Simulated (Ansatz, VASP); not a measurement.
# TaN: VASP beside Ansatz

```
Ta N
1.0
     5.19600    0.00000    0.00000
    -2.59800    4.49987    0.00000
     0.00000    0.00000    2.91100
Ta N
3 3
Direct
  0.33333 0.66667 0.50000
  0.66667 0.33333 0.50000
  0.00000 0.00000 0.00000
  0.39285 0.00000 0.00000
  0.00000 0.39285 0.00000
  0.60715 0.60715 0.00000
```

Alike in both runs: task single point; functional r2SCAN; k mesh 6 × 6 × 9; no spin polarisation.

|  | VASP | Ansatz |
| --- | --- | --- |
| version | VASP 6.6.1 | Ansatz 0.2.0 |
| potentials or method | VASP PAW PBE potentials, release 64 (Ta_pv, N) | plane waves, PAW |
| plane-wave cutoff (eV) | 520 | 500 |
| occupations | gaussian, width 0.1 eV | gaussian |
| valence electrons in the cell | 48 | 54 |

Ansatz gave:

| Item | Value |
| --- | --- |
| pressure (GPa) | 0.3 |
| traceless stress, the component that is largest in VASP (GPa) | -0.22 |
| rms of the force components (eV/Å) | 0.012 |

What did VASP give for the same quantities?

Pressure (GPa): 1.9; traceless stress, the component that is largest in VASP (GPa): -0.34; rms of the force components (eV/Å): 0.010.

VASP's potentials were made for PBE, not for r2SCAN. Atom by atom the forces differ by 0.003 eV/Å (rms over components). VASP's potentials hold 48 valence electrons a cell and Ansatz's 54, so a difference there can come from the potentials and not from the codes.

Spin-orbit coupling is off throughout.
